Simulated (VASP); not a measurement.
Write the native input for VASP 6.6.1 that does the following.

| Quantity | Value |
| --- | --- |
| Task | single point |
| Functional | PBE |
| Potentials or basis | VASP PAW PBE potentials, release 64 (K_sv, F) |
| Cutoff | 520 eV |
| k mesh | 9 × 9 × 9 |
| Occupations | fermi-dirac, width 0.01 eV |
| Spin | no spin polarisation |
| Dipole correction | no |
| Further INCAR settings | ALGO = Normal; EDIFF = 1e-06; NBANDS = 15 |

The structure of KF lies in POSCAR:

```
KF
1.0
    0.0000000000      2.6464931030      2.6464931030
    2.6464931030      0.0000000000      2.6464931030
    2.6464931030      2.6464931030      0.0000000000
K F
1 1
Direct
    0.0000000000      0.0000000000      0.0000000000
    0.5000000000      0.5000000000      0.5000000000
```

This cell differs from its parent crystal: volume scaled by 0.97.

The input as run:

INCAR

```
PREC = Accurate
ENCUT = 520
EDIFF = 1E-6
ISMEAR = -1
SIGMA = 0.01
LREAL = F
LASPH = T
NELM = 80
ALGO = Normal
ISIF = 2
LWAVE = F
LCHARG = F
GGA = PE
NBANDS = 15
```

KPOINTS

```
Automatic mesh
0
Gamma
  9 9 9
```

Potentials or basis: VASP PAW PBE potentials, release 64 (K_sv, F).

Launch:

```bash
$ cat potpaw_PBE.64/K_sv/POTCAR potpaw_PBE.64/F/POTCAR > POTCAR
$ mpirun -np 1 vasp_std > vasp.out
```

It gave:

```json
{
  "Pressure": "2.5 GPa",
  "Band gap on the k mesh": "6.32 eV, direct"
}
```

Run time: 38 s on 1 thread of AMD EPYC 7R13, on a shared host, peak memory 0.13 GiB.
